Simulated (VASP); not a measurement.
# CaB6 (Pm-3m) in VASP: single point with PBE

Aim: the single point of CaB6 with PBE.

All numbers are computed with VASP 6.6.1; they aren't measurements. Logs are shortened: lines on timing, memory, paths and dates and some standing lists are left out, and cuts for length are marked.

## 1. The cell of the first run

It takes space group Pm-3m (No. 221, cubic). The conventional cell has a = 4.178 Å, b = 4.178 Å, c = 4.178 Å, α = 90.00°, β = 90.00°, γ = 90.00°. Ca (site symmetry m-3m) has 24 B at 3.08 Å and 6 Ca at 4.18 Å within 4.2 Å. Within 2.3 Å of B (site symmetry 4mm) lie 5 B at 1.73 Å.

## 2. Single point, PBE

File INCAR:

```
SYSTEM = CaB6
PREC     = Accurate       ! precision mode
ENCUT    = 520            ! plane-wave cutoff, eV
EDIFF    = 1E-7           ! SCF threshold, eV
ISMEAR   = 0              ! smearing method
SIGMA    = 0.0597         ! smearing width, eV
LREAL    = .FALSE.        ! projectors in reciprocal space
LASPH    = .TRUE.         ! aspherical terms in the spheres
NELM     = 100            ! most SCF steps
ALGO     = Normal         ! electronic algorithm
ISIF     = 2              ! what is computed and relaxed
LWAVE    = .FALSE.        ! write WAVECAR
LCHARG   = .FALSE.        ! write CHGCAR
GGA      = PE             ! functional
NBANDS   = 23             ! bands
```

File KPOINTS:

```
Automatic mesh
0
G
  6 6 6
  0 0 0
```

File POSCAR:

```
CaB6
1.0
    4.1777740000      0.0000000000      0.0000000000
    0.0000000000      4.1777740000      0.0000000000
    0.0000000000      0.0000000000      4.1777740000
Ca B
1 6
Direct
    0.5000000000      0.5000000000      0.5000000000
    0.0000000000      0.0000000000      0.2930000000
    0.0000000000      0.0000000000      0.7070000000
    0.2930000000      0.0000000000      0.0000000000
    0.7070000000      0.0000000000      0.0000000000
    0.0000000000      0.2930000000      0.0000000000
    0.0000000000      0.7070000000      0.0000000000
```

Potentials or basis: VASP PAW PBE potentials, release 64 (Ca_sv, B).

Command:

```console
cat potpaw_PBE.64/Ca_sv/POTCAR potpaw_PBE.64/B/POTCAR > POTCAR
mpirun -np 1 vasp_std > vasp.out
```

OUTCAR:

```text
SYSTEM = CaB6
   PREC = Accurate
   ENCUT = 520
   EDIFF = 1E-7
   ISMEAR = 0
   LREAL = .FALSE.
   LASPH = .TRUE.
   NELM = 100
   ISIF = 2
   GGA = PE

 ion  position               nearest neighbor table
   1  0.500  0.500  0.500-
   2  0.000  0.000  0.293-   3 1.73   4 1.73   5 1.73   6 1.73   7 1.73
   3  0.000  0.000  0.707-   2 1.73   4 1.73   5 1.73   6 1.73   7 1.73
   4  0.293  0.000  0.000-   5 1.73   3 1.73   2 1.73   6 1.73   7 1.73
   5  0.707  0.000  0.000-   4 1.73   3 1.73   2 1.73   6 1.73   7 1.73
   6  0.000  0.293  0.000-   7 1.73   3 1.73   4 1.73   5 1.73   2 1.73
   7  0.000  0.707  0.000-   6 1.73   3 1.73   4 1.73   5 1.73   2 1.73

  LATTYP: Found a simple cubic cell.
 ALAT       =     4.1777740000

  Lattice vectors:

 A1 = (   4.1777740000,   0.0000000000,   0.0000000000)
 A2 = (   0.0000000000,   4.1777740000,   0.0000000000)
 A3 = (   0.0000000000,   0.0000000000,   4.1777740000)

Analysis of symmetry for initial positions (statically):
=====================================================================
 Subroutine PRICEL returns:
 Original cell was already a primitive cell.

 Routine SETGRP: Setting up the symmetry group for a
 simple cubic supercell.

 Subroutine GETGRP returns: Found 48 space group operations
 (whereof 48 operations were pure point group operations)
 out of a pool of 48 trial point group operations.

The static configuration has the point symmetry O_h .

Analysis of symmetry for dynamics (positions and initial velocities):
=====================================================================
 Subroutine PRICEL returns:
 Original cell was already a primitive cell.

 Routine SETGRP: Setting up the symmetry group for a
 simple cubic supercell.

 Subroutine GETGRP returns: Found 48 space group operations
 (whereof 48 operations were pure point group operations)
 out of a pool of 48 trial point group operations.

The dynamic configuration has the point symmetry O_h .

 Subroutine INISYM returns: Found 48 space group operations
 (whereof 48 operations are pure point group operations),
 and found     1 'primitive' translations

----------------------------------------------------------------------------------------

                                     Primitive cell

  volume of cell :      72.9180

  direct lattice vectors                    reciprocal lattice vectors
     4.177774000  0.000000000  0.000000000     0.239361919  0.000000000  0.000000000
     0.000000000  4.177774000  0.000000000     0.000000000  0.239361919  0.000000000
     0.000000000  0.000000000  4.177774000     0.000000000  0.000000000  0.239361919

  length of vectors
     4.177774000  4.177774000  4.177774000     0.239361919  0.239361919  0.239361919

  position of ions in fractional coordinates (direct lattice)
     0.500000000  0.500000000  0.500000000
     0.000000000  0.000000000  0.293000000
     0.000000000  0.000000000  0.707000000
     0.293000000  0.000000000  0.000000000
     0.707000000  0.000000000  0.000000000
     0.000000000  0.293000000  0.000000000
     0.000000000  0.707000000  0.000000000

  ion indices of the primitive-cell ions
   primitive index   ion index
                 1           1
                 2           2
                 3           3
                 4           4
                 5           5
                 6           6
                 7           7

----------------------------------------------------------------------------------------

 KPOINTS: Automatic mesh

Automatic generation of k-mesh.
 Grid dimensions read from file:
 generate k-points for:    6    6    6

 Generating k-lattice:

  Cartesian coordinates                     Fractional coordinates (reciprocal lattice)
     0.039893653  0.000000000  0.000000000     0.166666667  0.000000000  0.000000000
     0.000000000  0.039893653  0.000000000     0.000000000  0.166666667  0.000000000
     0.000000000  0.000000000  0.039893653     0.000000000  0.000000000  0.166666667

  Length of vectors
     0.039893653  0.039893653  0.039893653

  Shift w.r.t. Gamma in fractional coordinates (k-lattice)
     0.000000000  0.000000000  0.000000000

 Subroutine IBZKPT returns following result:
 ===========================================

 Found     20 irreducible k-points:

 Following reciprocal coordinates:
            Coordinates               Weight
  0.000000  0.000000  0.000000      1.000000
  0.166667  0.000000  0.000000      6.000000
  0.333333  0.000000  0.000000      6.000000
  0.500000  0.000000  0.000000      3.000000
  0.166667  0.166667  0.000000     12.000000
  0.333333  0.166667  0.000000     24.000000
[... 12 lines left out ...]
  0.500000  0.500000  0.333333      6.000000
  0.500000  0.500000  0.500000      1.000000
   k-points           NKPTS =     20   k-points in BZ     NKDIM =     20   number of bands    NBANDS=     23
   number of dos      NEDOS =    301   number of ions     NIONS =      7
   total plane-waves  NPLWV =  32768
   dimension x,y,z NGX =    32 NGY =   32 NGZ =   32
   dimension x,y,z NGXF=    64 NGYF=   64 NGZF=   64
   ions per type =               1   6
   NGX,Y,Z   is equivalent  to a cutoff of  12.73, 12.73, 12.73 a.u.
   NGXF,Y,Z  is equivalent  to a cutoff of  25.47, 25.47, 25.47 a.u.
 SYSTEM =  CaB6
   PREC   = accura    normal or accurate (medium, high low for compatibility)
   ISTART =      0    job   : 0-new  1-cont  2-samecut
   ICHARG =      2    charge: 1-file 2-atom 10-const
   ISPIN  =      1    spin polarized calculation?
   LNONCOLLINEAR =      F non collinear calculations
   LSORBIT =      F    spin-orbit coupling
   LASPH  =      T    aspherical Exc in radial PAW
   ENCUT  =  520.0 eV  38.22 Ry    6.18 a.u.   7.77  7.77  7.77*2*pi/ulx,y,z
   NELM   =    100;   NELMIN=  2; NELMDL= -5     # of ELM steps
   EDIFF  = 0.1E-06   stopping-criterion for ELM
   LREAL  =      F    real-space projection
   EDIFFG = 0.1E-05   stopping-criterion for IOM
   NSW    =      0    number of steps for IOM
   IBRION =     -1    ionic relax: 0-MD 1-quasi-New 2-CG
   NFREE  =      0    steps in history (QN), initial steepest desc. (CG)
   ISIF   =      2    stress and relaxation
   ISYM   =      2    0-nonsym 1-usesym 2-fastsym
   POTIM  = 0.5000    time-step for ionic-motion
   TEBEG  =    0.0;   TEEND  =   0.0 temperature during run
   PSTRESS=    0.0 pullay stress
   NELECT =      28.0000    total number of electrons
   NUPDOWN=      -1.0000    fix difference up-down
   EMIN   =  10.00;   EMAX   =-10.00  energy-range for DOS
   EFERMI =   0.00;   METHOD = LEGACY
   ISMEAR =     0;   SIGMA  =   0.06  broadening in eV -4-tet -1-fermi 0-gaus
   EFERMI_NEDOS =   21; number of points for ismear=-14 and -15
   IALGO  =     38    algorithm
   IMIX   =      4    mixing-type and parameters
     AMIX     =   0.40;   BMIX     =  1.00
     AMIX_MAG =   1.60;   BMIX_MAG =  1.00
  volume/ion in A,a.u.               =      10.42        70.30
  Fermi-wavevector in a.u.,A,eV,Ry     =   1.189915  2.248613 19.264454  1.415897
  Thomas-Fermi vector in A             =   2.326011
   LORBIT       =      0    0 simple, 1 ext, 2 COOP (PROOUT), +10 PAW based schemes
   GGA     = PE    functional components
   LHFCALC =     F    Hartree Fock is set to
   AEXX    =    0.0000 exact exchange contribution
   IVDW    =     0    specifies the selected vdW correction
   LEPSILON=     F    determine dielectric tensor
   LRPA    =     F    only Hartree local field effects (RPA)
 non-spin polarized calculation
 Gauss-broadening in eV      SIGMA  =   0.06
  energy-cutoff  :      520.00
  volume of cell :       72.92
 maximum number of plane-waves:      1984
 NGX is ok and might be reduce to    32
   NGX = 15   NGY = 15   NGZ = 15

 number of electron      28.0000004 magnetization

 Free energy of the ion-electron system (eV)
  ---------------------------------------------------
  ext. energy  EPLUGINS =         0.00000000
  ---------------------------------------------------
  free energy    TOTEN  =       -44.92736685 eV

  energy without entropy =      -44.92734178  energy(sigma->0) =      -44.92735431

 E-fermi :   4.4521     XC(G=0): -10.4534

 val. band max:        4.3384832285   @ k =   0.5000   0.0000   0.0000
 cond. band min:       4.5656455831   @ k =   0.5000   0.0000   0.0000
 fundamental gap:      0.2271623547
 Fermi energy:         4.4520654998

 k-point     1 :       0.0000    0.0000    0.0000
  band No.  band energies     occupation
      1     -36.8241      2.00000
      2     -17.7992      2.00000
      3     -17.7992      2.00000
      4     -17.7992      2.00000
      5     -10.0678      2.00000
      6      -2.3343      2.00000
[... 15 lines left out ...]
     22       9.0656      0.00000
     23      10.3036      0.00000

 k-point     2 :       0.1667    0.0000    0.0000
  band No.  band energies     occupation
      1     -36.8236      2.00000
      2     -17.8121      2.00000
      3     -17.7977      2.00000
      4     -17.7977      2.00000
      5      -9.9906      2.00000
      6      -3.4373      2.00000
[... 15 lines left out ...]
     22       9.2589      0.00000
     23       9.5501      0.00000

 k-point     3 :       0.3333    0.0000    0.0000
  band No.  band energies     occupation
      1     -36.8226      2.00000
      2     -17.8376      2.00000
      3     -17.7948      2.00000
      4     -17.7948      2.00000
      5      -9.8217      2.00000
      6      -4.4467      2.00000
[... 15 lines left out ...]
     22      10.2165      0.00000
     23      10.4184      0.00000
[... 391 lines left out ...]
 k-point    19 :       0.5000    0.5000    0.3333
  band No.  band energies     occupation
      1     -36.8186      2.00000
      2     -17.8337      2.00000
      3     -17.8337      2.00000
      4     -17.8207      2.00000
      5      -9.3595      2.00000
      6      -3.9808      2.00000
[... 15 lines left out ...]
     22      10.9054      0.00000
     23      10.9054      0.00000

 k-point    20 :       0.5000    0.5000    0.5000
  band No.  band energies     occupation
      1     -36.8181      2.00000
      2     -17.8315      2.00000
      3     -17.8315      2.00000
      4     -17.8315      2.00000
      5      -9.2957      2.00000
      6      -3.9039      2.00000
[... 15 lines left out ...]
     22      12.7636      0.00000
     23      12.7640      0.00000

------------------------ aborting loop because EDIFF is reached ----------------------------------------

  FORCE on cell =-STRESS in cart. coord.  units (eV):
  Direction    XX          YY          ZZ          XY          YZ          ZX
  --------------------------------------------------------------------------------------
  -------------------------------------------------------------------------------------
  Total       -0.5915973     -0.5915973     -0.5915973      0.0000000      0.0000000     -0.0000000
  in kB      -12.9987607    -12.9987607    -12.9987607      0.0000000      0.0000000     -0.0000000
  external PRESSURE =     -12.9987607 kB  Pullay stress =       0.0000000 kB

 VOLUME and BASIS-vectors are now :
 -----------------------------------------------------------------------------
  energy-cutoff  :      520.00
  volume of cell :       72.92
      direct lattice vectors                 reciprocal lattice vectors
     4.177774000  0.000000000  0.000000000     0.239361919  0.000000000  0.000000000
     0.000000000  4.177774000  0.000000000     0.000000000  0.239361919  0.000000000
     0.000000000  0.000000000  4.177774000     0.000000000  0.000000000  0.239361919

 POSITION                                       TOTAL-FORCE (eV/Angst)
 -----------------------------------------------------------------------------------
      2.08889      2.08889      2.08889         0.000000      0.000000      0.000000
      0.00000      0.00000      1.22409         0.000000      0.000000      1.202300
      0.00000      0.00000      2.95369        -0.000000      0.000000     -1.202300
      1.22409      0.00000      0.00000         1.202300      0.000000     -0.000000
      2.95369      0.00000      0.00000        -1.202300      0.000000      0.000000
      0.00000      1.22409      0.00000         0.000000      1.202300     -0.000000
      0.00000      2.95369      0.00000        -0.000000     -1.202300      0.000000
 -----------------------------------------------------------------------------------
    total drift:                                0.000000      0.000000     -0.000000

  FREE ENERGIE OF THE ION-ELECTRON SYSTEM (eV)
  ---------------------------------------------------
  free  energy   TOTEN  =       -44.9273668476 eV

  energy  without entropy=      -44.9273417766  energy(sigma->0) =      -44.92735431
```

Wall time 39 s (1 thread of Intel Xeon 8259CL, shared host); peak memory 0.18 GiB.

What came out:

```
Free energy            : -44.9274 eV
Pressure               : -1.3 GPa
Largest force          : 1.202 eV/Å
Band gap on the k mesh : 0.23 eV
```

Forces on the atoms (eV/Å):
```
Ca   0.000  0.000  0.000
B    0.000  0.000  1.202
B    0.000  0.000 -1.202
B    1.202  0.000  0.000
B   -1.202  0.000  0.000
B    0.000  1.202  0.000
B    0.000 -1.202  0.000
```

Caveat: forces of over 1 eV/Å act on the atoms, so gaps and moduli don't describe the material at rest. A k mesh can miss the band edges.
